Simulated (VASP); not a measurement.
# Si2Te4S (C2/m) in VASP: single point with PBE

Aim: the single point of Si2Te4S with PBE.

Everything below comes from runs of VASP 6.6.1. Logs are shortened: lines on timing, memory, paths and dates and some standing lists are left out, and cuts for length are marked.

## 1. The cell of the first run

The structure is monoclinic, space group C2/m (No. 12). The conventional cell has a = 6.926 Å, b = 3.848 Å, c = 14.431 Å, α = 90.00°, β = 98.94°, γ = 90.00°. Si (site symmetry m) has 6 Te at 2.69 to 2.84 Å within 3.5 Å. Te (site symmetry m) has 3 Si at 2.69 to 2.83 Å within 3.5 Å. Te (site symmetry m) has 2 S at 2.75 Å and 3 Si at 2.84 Å within 3.6 Å. S (site symmetry 2/m) has 4 Te at 2.75 Å within 3.6 Å.

## 2. Single point, PBE

INCAR

```
SYSTEM = Si2Te4S
PREC = Accurate
ENCUT = 520
EDIFF = 1E-6
ISMEAR = 0
SIGMA = 0.1
LREAL = .False.
LASPH = .True.
NELM = 60
ALGO = Normal
ISIF = 2
LWAVE = .False.
LCHARG = .False.
GGA = PE
NBANDS = 28
```

KPOINTS

```
regular mesh
0
Gamma
  10 10 4
  0 0 0
```

POSCAR

```
Si2Te4S
1.0
    3.4627742661     -1.9237669873      0.0226682600
    3.4627742661      1.9237669873      0.0226682600
   -2.3358257651      0.0000000000     14.2403629541
Si Te S
2 4 1
Direct
    0.9010422529      0.9010422529      0.2572646461
    0.0989577471      0.0989577471      0.7427353539
    0.2799340764      0.2799340764      0.3650301393
    0.5346646471      0.5346646471      0.1374010748
    0.4653353529      0.4653353529      0.8625989252
    0.7200659236      0.7200659236      0.6349698607
    0.0000000000      0.0000000000      0.0000000000
```

Potentials or basis: VASP PAW PBE potentials, release 64 (Si, Te, S).

Command:

```sh
> cat potpaw_PBE.64/Si/POTCAR potpaw_PBE.64/Te/POTCAR potpaw_PBE.64/S/POTCAR > POTCAR
> mpirun -np 1 vasp_std > vasp.out
```

OUTCAR:

```text
SYSTEM = Si2Te4S
   PREC = Accurate
   ENCUT = 520
   EDIFF = 1E-6
   ISMEAR = 0
   LREAL = .False.
   LASPH = .True.
   NELM = 60
   ISIF = 2
   GGA = PE

 ion  position               nearest neighbor table
   1  0.901  0.901  0.257-   3 2.69   3 2.69   3 2.83   4 2.84   4 2.84   4 2.84
   2  0.099  0.099  0.743-   6 2.69   6 2.69   6 2.83   5 2.84   5 2.84   5 2.84
   3  0.280  0.280  0.365-   1 2.69   1 2.69   1 2.83
   4  0.535  0.535  0.137-   7 2.75   7 2.75   1 2.84   1 2.84   1 2.84
   5  0.465  0.465  0.863-   7 2.75   7 2.75   2 2.84   2 2.84   2 2.84
   6  0.720  0.720  0.635-   2 2.69   2 2.69   2 2.83
   7  0.000  0.000  0.000-   4 2.75   4 2.75   5 2.75   5 2.75

  LATTYP: Found a base centered monoclinic cell.
 ALAT       =     6.9256969232
 B/A-ratio  =     0.5555446646
 C/A-ratio  =     2.0836404800
 COS(beta)  =    -0.1554021820

  Lattice vectors:

 A1 = (   3.4627742661,  -1.9237669873,   0.0226682600)
 A2 = (   3.4627742661,   1.9237669873,   0.0226682600)
 A3 = (  -2.3358257651,   0.0000000000,  14.2403629541)

Analysis of symmetry for initial positions (statically):
=====================================================================
 Subroutine PRICEL returns:
 Original cell was already a primitive cell.

 Routine SETGRP: Setting up the symmetry group for a
 base centered monoclinic supercell.

 Subroutine GETGRP returns: Found  4 space group operations
 (whereof  4 operations were pure point group operations)
 out of a pool of  4 trial point group operations.

The static configuration has the point symmetry C_2h.

Analysis of symmetry for dynamics (positions and initial velocities):
=====================================================================
 Subroutine PRICEL returns:
 Original cell was already a primitive cell.

 Routine SETGRP: Setting up the symmetry group for a
 base centered monoclinic supercell.

 Subroutine GETGRP returns: Found  4 space group operations
 (whereof  4 operations were pure point group operations)
 out of a pool of  4 trial point group operations.

The dynamic configuration has the point symmetry C_2h.

 Subroutine INISYM returns: Found  4 space group operations
 (whereof  4 operations are pure point group operations),
 and found     1 'primitive' translations

----------------------------------------------------------------------------------------

                                     Primitive cell

  volume of cell :     189.9301

  direct lattice vectors                    reciprocal lattice vectors
     3.462774266 -1.923766987  0.022668260     0.144238015 -0.259906737  0.023659149
     3.462774266  1.923766987  0.022668260     0.144238015  0.259906737  0.023659149
    -2.335825765  0.000000000 14.240362954    -0.000459205  0.000000000  0.070147606

  length of vectors
     3.961338018  3.961338018 14.430662461     0.298187646  0.298187646  0.070149109

  position of ions in fractional coordinates (direct lattice)
     0.901042253  0.901042253  0.257264646
     0.098957747  0.098957747  0.742735354
     0.279934076  0.279934076  0.365030139
     0.534664647  0.534664647  0.137401075
     0.465335353  0.465335353  0.862598925
     0.720065924  0.720065924  0.634969861
     0.000000000  0.000000000  0.000000000

  ion indices of the primitive-cell ions
   primitive index   ion index
                 1           1
                 2           2
                 3           3
                 4           4
                 5           5
                 6           6
                 7           7

----------------------------------------------------------------------------------------

 KPOINTS: regular mesh

Automatic generation of k-mesh.
 Grid dimensions read from file:
 generate k-points for:   10   10    4

 Generating k-lattice:

  Cartesian coordinates                     Fractional coordinates (reciprocal lattice)
     0.014423802 -0.025990674  0.002365915     0.100000000  0.000000000 -0.000000000
     0.014423802  0.025990674  0.002365915     0.000000000  0.100000000 -0.000000000
    -0.000114801  0.000000000  0.017536902    -0.000000000 -0.000000000  0.250000000

  Length of vectors
     0.029818765  0.029818765  0.017537277

  Shift w.r.t. Gamma in fractional coordinates (k-lattice)
     0.000000000  0.000000000  0.000000000

 Subroutine IBZKPT returns following result:
 ===========================================

 Found    117 irreducible k-points:

 Following reciprocal coordinates:
            Coordinates               Weight
  0.000000  0.000000  0.000000      1.000000
  0.100000  0.000000 -0.000000      4.000000
  0.200000  0.000000 -0.000000      4.000000
  0.300000  0.000000 -0.000000      4.000000
  0.400000  0.000000  0.000000      4.000000
  0.500000 -0.000000  0.000000      2.000000
[... 16 lines left out ...]
  0.300000  0.300000 -0.000000      2.000000
  0.400000  0.300000  0.000000      4.000000
 [... further k-points ...]
   k-points           NKPTS =    117   k-points in BZ     NKDIM =    117   number of bands    NBANDS=     28
   number of dos      NEDOS =    301   number of ions     NIONS =      7
   total plane-waves  NPLWV =  97200
   dimension x,y,z NGX =    30 NGY =   30 NGZ =  108
   dimension x,y,z NGXF=    60 NGYF=   60 NGZF=  216
   ions per type =               2   4   1
   NGX,Y,Z   is equivalent  to a cutoff of  12.59, 12.59, 12.44 a.u.
   NGXF,Y,Z  is equivalent  to a cutoff of  25.18, 25.18, 24.88 a.u.
 SYSTEM =  Si2Te4S
   PREC   = accura    normal or accurate (medium, high low for compatibility)
   ISTART =      0    job   : 0-new  1-cont  2-samecut
   ICHARG =      2    charge: 1-file 2-atom 10-const
   ISPIN  =      1    spin polarized calculation?
   LNONCOLLINEAR =      F non collinear calculations
   LSORBIT =      F    spin-orbit coupling
   LASPH  =      T    aspherical Exc in radial PAW
   ENCUT  =  520.0 eV  38.22 Ry    6.18 a.u.   7.37  7.37 26.83*2*pi/ulx,y,z
   NELM   =     60;   NELMIN=  2; NELMDL= -5     # of ELM steps
   EDIFF  = 0.1E-05   stopping-criterion for ELM
   LREAL  =      F    real-space projection
   EDIFFG = 0.1E-04   stopping-criterion for IOM
   NSW    =      0    number of steps for IOM
   IBRION =     -1    ionic relax: 0-MD 1-quasi-New 2-CG
   NFREE  =      0    steps in history (QN), initial steepest desc. (CG)
   ISIF   =      2    stress and relaxation
   ISYM   =      2    0-nonsym 1-usesym 2-fastsym
   POTIM  = 0.5000    time-step for ionic-motion
   TEBEG  =    0.0;   TEEND  =   0.0 temperature during run
   PSTRESS=    0.0 pullay stress
   NELECT =      38.0000    total number of electrons
   NUPDOWN=      -1.0000    fix difference up-down
   EMIN   =  10.00;   EMAX   =-10.00  energy-range for DOS
   EFERMI =   0.00;   METHOD = LEGACY
   ISMEAR =     0;   SIGMA  =   0.10  broadening in eV -4-tet -1-fermi 0-gaus
   EFERMI_NEDOS =   21; number of points for ismear=-14 and -15
   IALGO  =     38    algorithm
   IMIX   =      4    mixing-type and parameters
     AMIX     =   0.40;   BMIX     =  1.00
     AMIX_MAG =   1.60;   BMIX_MAG =  1.00
  volume/ion in A,a.u.               =      27.13       183.10
  Fermi-wavevector in a.u.,A,eV,Ry     =   0.957498  1.809410 12.473867  0.916803
  Thomas-Fermi vector in A             =   2.086522
   LORBIT       =      0    0 simple, 1 ext, 2 COOP (PROOUT), +10 PAW based schemes
   GGA     = PE    functional components
   LHFCALC =     F    Hartree Fock is set to
   AEXX    =    0.0000 exact exchange contribution
   IVDW    =     0    specifies the selected vdW correction
   LEPSILON=     F    determine dielectric tensor
   LRPA    =     F    only Hartree local field effects (RPA)
 non-spin polarized calculation
 Gauss-broadening in eV      SIGMA  =   0.10
  energy-cutoff  :      520.00
  volume of cell :      189.93
 maximum number of plane-waves:      5137
 NGX is ok and might be reduce to    30
   NGX = 15   NGY = 15   NGZ = 53

 number of electron      38.0000000 magnetization

 Free energy of the ion-electron system (eV)
  ---------------------------------------------------
  ext. energy  EPLUGINS =         0.00000000
  ---------------------------------------------------
  free energy    TOTEN  =       -26.64412990 eV

  energy without entropy =      -26.63134612  energy(sigma->0) =      -26.63773801

 E-fermi :   6.0562     XC(G=0):  -9.3162

 val. band max:        6.0534509845   @ k =   0.3000   0.1000   0.2500
 cond. band min:       6.0567705195   @ k =   0.3000   0.1000   0.0000
 fundamental gap:      0.0033195350
 Fermi energy:         6.0561829661

 k-point     1 :       0.0000    0.0000    0.0000
  band No.  band energies     occupation
      1      -8.3291      2.00000
      2      -7.2184      2.00000
      3      -6.7566      2.00000
      4      -5.6798      2.00000
      5      -4.5096      2.00000
      6      -0.4084      2.00000
[... 20 lines left out ...]
     27       9.2307      0.00000
     28       9.4692      0.00000

 k-point     2 :       0.1000    0.0000   -0.0000
  band No.  band energies     occupation
      1      -8.2309      2.00000
      2      -7.1073      2.00000
      3      -6.6571      2.00000
      4      -5.5971      2.00000
      5      -4.4950      2.00000
      6      -0.3704      2.00000
[... 20 lines left out ...]
     27       9.5392      0.00000
     28       9.7367      0.00000

 k-point     3 :       0.2000    0.0000   -0.0000
  band No.  band energies     occupation
      1      -7.9435      2.00000
      2      -6.7811      2.00000
      3      -6.3696      2.00000
      4      -5.3666      2.00000
      5      -4.4973      2.00000
      6      -0.5289      2.00000
[... 20 lines left out ...]
     27      10.0596      0.00000
     28      10.7115      0.00000

 k-point     4 :       0.3000    0.0000   -0.0000
  band No.  band energies     occupation
      1      -7.4940      2.00000
      2      -6.2669      2.00000
      3      -5.9400      2.00000
      4      -5.0573      2.00000
      5      -4.6375      2.00000
      6      -1.1237      2.00000
[... 578 lines left out ...]
     27      10.4996      0.00000
     28      10.8002      0.00000

 k-point    23 :       0.3000    0.3000   -0.0000
  band No.  band energies     occupation
      1      -7.8945      2.00000
      2      -6.3816      2.00000
      3      -5.9981      2.00000
      4      -5.2328      2.00000
      5      -4.1341      2.00000
      6      -0.8593      2.00000
[... 20 lines left out ...]
     27      10.1689      0.00000
     28      10.3346      0.00000

 k-point    24 :       0.4000    0.3000    0.0000
  band No.  band energies     occupation
      1      -7.7171      2.00000
      2      -6.0408      2.00000
      3      -5.6960      2.00000
      4      -5.1003      2.00000
      5      -4.1041      2.00000
      6      -1.1901      2.00000
[... 20 lines left out ...]
     27      10.2821      0.00000
     28      10.4272      0.00000

 [... further k-points ...]
[... 5 lines left out ...]
  --------------------------------------------------------------------------------------
  -------------------------------------------------------------------------------------
  Total        0.0075877     -0.0252461      0.0041579      0.0000000      0.0000000      0.0039169
  in kB        0.0640066     -0.2129661      0.0350742      0.0000000      0.0000000      0.0330416
  external PRESSURE =      -0.0379617 kB  Pullay stress =       0.0000000 kB

 VOLUME and BASIS-vectors are now :
 -----------------------------------------------------------------------------
  energy-cutoff  :      520.00
  volume of cell :      189.93
      direct lattice vectors                 reciprocal lattice vectors
     3.462774266 -1.923766987  0.022668260     0.144238015 -0.259906737  0.023659149
     3.462774266  1.923766987  0.022668260     0.144238015  0.259906737  0.023659149
    -2.335825765  0.000000000 14.240362954    -0.000459205  0.000000000  0.070147606

 POSITION                                       TOTAL-FORCE (eV/Angst)
 -----------------------------------------------------------------------------------
      5.63929      0.00000      3.70439         0.002610      0.000000     -0.012481
     -1.04956      0.00000     10.58131        -0.002610      0.000000      0.012481
      1.08605      0.00000      5.21085        -0.003360      0.000000      0.015470
      3.38190      0.00000      1.98088        -0.000140      0.000000     -0.013829
      1.20782      0.00000     12.30482         0.000140      0.000000      0.013829
      3.50367      0.00000      9.07485         0.003360      0.000000     -0.015470
      0.00000      0.00000      0.00000        -0.000000      0.000000      0.000000
 -----------------------------------------------------------------------------------
    total drift:                                0.000000      0.000000     -0.000000

  FREE ENERGIE OF THE ION-ELECTRON SYSTEM (eV)
  ---------------------------------------------------
  free  energy   TOTEN  =       -26.6441298954 eV

  energy  without entropy=      -26.6313461206  energy(sigma->0) =      -26.63773801
```

Wall time 6.4 min (1 thread of Intel Xeon 6975P-C (Granite Rapids), shared host); peak memory 0.69 GiB.

Results:

```yaml
Free_energy: -26.6441 eV
Pressure: 0.0 GPa
Largest_force: 0.016 eV/Å
Band_gap_on_the_k_mesh: zero (bands 19 and 20 overlap by 1.12 eV)
```

Forces in eV/Å, atoms in the order of the input:
```
Si   0.003  0.000 -0.012
Si  -0.003  0.000  0.012
Te  -0.003  0.000  0.015
Te   0.000  0.000 -0.014
Te   0.000  0.000  0.014
Te   0.003  0.000 -0.015
S    0.000  0.000  0.000
```

Caveat: spin-orbit coupling is left out, which moves the levels of the heavy elements; this functional lacks dispersion, which binds layers or chains, so the pressure and a relaxed spacing across them are unreliable.
